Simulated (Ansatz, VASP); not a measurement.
# Two plane-wave programs on HfN

```xyz
2
Lattice="0.0000 2.0783 2.0783 2.0783 0.0000 2.0783 2.0783 2.0783 0.0000" Properties=species:S:1:pos:R:3 pbc="T T T"
Hf    0.0000    0.0000    0.0000
N     2.0783    2.0783    2.0783
```

Change from the starting cell: strain -0.080 along x and y, -0.080 along z, atoms carried along.

Alike in both runs: task single point; functional PBEsol; k mesh 18 × 18 × 18; occupations gaussian, width 0.15 eV; no spin polarisation.

|  | VASP | Ansatz |
| --- | --- | --- |
| version | VASP 6.6.1 | Ansatz 0.2.0 |
| potentials or method | VASP PAW PBE potentials, release 64 (Hf_pv, N), cutoff 520 eV | scalar-relativistic, plane waves, PAW |
| valence electrons in the cell | 15 | 31 |

|  | VASP | Ansatz | Ansatz less VASP |
| --- | --- | --- | --- |
| gap on the k mesh at the Fermi level (eV) | none | none | - |
| pressure (GPa) | 111.5 | 112.6 | +1.06 |

VASP's potentials were made for PBE, not for PBEsol. A gap of «none» marks a metal or a gap that the smearing closes. Both programs put the cell under a high pressure, so it lies far from rest at this level. VASP's potentials hold 15 valence electrons a cell and Ansatz's 31, so a difference there can come from the potentials and not from the codes.

Neither program's run includes spin-orbit coupling. Noted on VASP's run: the cell as given lies far from equilibrium.
